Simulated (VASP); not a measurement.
In3Se, 4 atoms in the cell. The structure is cubic, space group Pm-3m (No. 221). The conventional cell has a = 4.772 Å, b = 4.772 Å, c = 4.772 Å, α = 90.00°, β = 90.00°, γ = 90.00°. In (site symmetry 4/mmm) has 8 In at 3.37 Å and 4 Se at 3.37 Å within 4.4 Å. Se (site symmetry m-3m) has 12 In at 3.37 Å within 4.4 Å. 

- Program: VASP 6.6.1
- Task: single point
- Functional: r2SCAN
- Potentials or basis: VASP PAW PBE potentials, release 64 (In_d, Se)
- Cutoff: 520 eV
- k mesh: 6 × 6 × 6
- Occupations: fermi-dirac, width 0.05 eV
- Spin: no spin polarisation
- Dipole correction: no
- Further INCAR settings: ALGO = Normal; EDIFF = 1e-06; NBANDS = 30

Potentials or basis: VASP PAW PBE potentials, release 64 (In_d, Se).

Launch:

```console
$ cat potpaw_PBE.64/In_d/POTCAR potpaw_PBE.64/Se/POTCAR > POTCAR
$ cp INCAR.step1 INCAR
$ mpirun -np 1 vasp_std > vasp.out
$ cp INCAR.step2 INCAR
$ mpirun -np 1 vasp_std > vasp.out
```

Hardware: 1 thread of AMD EPYC 7R13 (shared host).

**Question.** Estimate the wall time of this run.

**Answer.** Wall time 6.8 min on 1 thread of AMD EPYC 7R13 (shared host), peak memory 0.21 GiB. Counts: k points 20.
